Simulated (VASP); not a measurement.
The system is CsBr.

```xyz
2
Lattice="4.3194 0.0000 0.0000 0.0000 4.3194 0.0000 0.0000 0.0000 4.3194" Properties=species:S:1:pos:R:3 pbc="T T T"
Cs    0.0000    0.0000    0.0000
Br    2.1597    2.1597    2.1597
```

Base run:

| Item | Value |
| --- | --- |
| Program | VASP 6.6.1 |
| Functional | HSE06 |
| Potentials or basis | VASP PAW PBE potentials, release 64 (Cs_sv, Br) |
| Cutoff | 400 eV |
| k mesh | 4 × 4 × 4 |
| Occupations | gaussian, width 0.01 eV |
| Spin | no spin polarisation |

Its results: band gap on the k mesh 5.60 eV, indirect (least direct gap 5.60 eV); pressure 0.4 GPa.

**Question.** After a change of settings the same cell gave: band gap on the k mesh 4.42 eV, indirect (least direct gap 4.43 eV); pressure 0.7 GPa. Which change was it?
A. functional from HSE06 to PBE; cutoff from 400 eV to 500 eV
B. functional from HSE06 to r2SCAN; cutoff from 400 eV to 550 eV
C. functional from HSE06 to LDA; potentials or basis from VASP PAW PBE potentials, release 64 (Cs_sv, Br) to VASP PAW LDA potentials, release 64 (Cs_sv, Br); cutoff from 400 eV to 500 eV

**Answer.** A.

HSE06 gives the wider gap, since exact exchange removes part of the self-interaction.

Caveats: spin-orbit coupling is left out, which moves the levels of the heavy elements; the PAW data sets were made with another functional, which shifts forces and pressure a little (some runs).
